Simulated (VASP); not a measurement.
A run of VASP 6.6.1 is set up as follows.

Contents of INCAR:

```
PREC = Accurate
ENCUT = 600
EDIFF = 1E-6
ISMEAR = 0
SIGMA = 0.1
LREAL = False
LASPH = True
NELM = 60
ALGO = Normal
ISIF = 3
LWAVE = False
LCHARG = False
GGA = PE
IVDW = 12
IBRION = 2
NSW = 100
EDIFFG = -0.01
```

KPOINTS

```
Automatic mesh
0
Gamma
  14 14 14
```

The input POSCAR:

```
P2C2O
1.0
   -1.9092233304      1.9092233304      3.0255331387
    1.9092233304     -1.9092233304      3.0255331387
    1.9092233304      1.9092233304     -3.0255331387
P C O
2 2 1
Direct
    0.7132468119      0.7132468119      0.0000000000
    0.2867531881      0.2867531881      0.0000000000
    0.7500000000      0.2500000000      0.5000000000
    0.2500000000      0.7500000000      0.5000000000
    0.0000000000      0.0000000000      0.0000000000
```

Potentials or basis: VASP PAW PBE potentials, release 64 (P, C, O).

Launch:

```sh
$ cat potpaw_PBE.64/P/POTCAR potpaw_PBE.64/C/POTCAR potpaw_PBE.64/O/POTCAR > POTCAR
$ mpirun -np 1 vasp_std > vasp.out
```

(1) What does it give for the relaxed cell?

(2) Predict the space group after relaxing (to 0.1 Å).

(3) Predict the band gap on the k mesh.

(4) Predict the relaxed volume.

Results:

(1) a = 4.031 Å, b = 4.031 Å, c = 4.031 Å, α = 123.45°, β = 123.45°, γ = 84.12°.

(2) I4/mmm (No. 139).

(3) zero (bands 12 and 13 overlap by 2.28 eV).

(4) 8.73 Å³/atom.
